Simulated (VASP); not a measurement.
A run of VASP 6.6.1 is set up as follows.

The input INCAR:

```
SYSTEM = Ga2O3
PREC = Accurate
ENCUT = 520
EDIFF = 1E-7
ISMEAR = 0
SIGMA = 0.05
LREAL = .FALSE.
LASPH = .TRUE.
NELM = 60
ALGO = Normal
ISIF = 2
LWAVE = .FALSE.
LCHARG = .FALSE.
GGA = PE
NBANDS = 55
```

File KPOINTS:

```
Automatic mesh
0
G
  6 6 6
  0 0 0
```

POSCAR

```
Ga2O3
1.0
    2.5287245564      1.5621330956      4.5738843083
   -2.5287245564      1.5621330956      4.5738843083
    0.0000000000     -2.8177463144      4.4753370216
Ga O
4 6
Direct
    0.3558687539      0.3558687539      0.3558687539
    0.1441312461      0.1441312461      0.1441312461
    0.6441312461      0.6441312461      0.6441312461
    0.8558687539      0.8558687539      0.8558687539
    0.5531733332      0.9468266668      0.2500000000
    0.2500000000      0.5531733332      0.9468266668
    0.9468266668      0.2500000000      0.5531733332
    0.4468266668      0.0531733332      0.7500000000
    0.7500000000      0.4468266668      0.0531733332
    0.0531733332      0.7500000000      0.4468266668
```

Potentials or basis: VASP PAW PBE potentials, release 64 (Ga_d, O).

The run is started by

```sh
$ cat potpaw_PBE.64/Ga_d/POTCAR potpaw_PBE.64/O/POTCAR > POTCAR
$ mpirun -np 1 vasp_std > vasp.out
```

(1) Predict the band gap on the k mesh.

(2) Estimate the pressure.

## Answers

(1) 2.37 eV, indirect (least direct gap 2.62 eV).

(2) 1.3 GPa.

Caveat: the cell differs from its parent crystal (strain +0.0450 x Voigt [0, 0, 0, 1, 0, 0]).
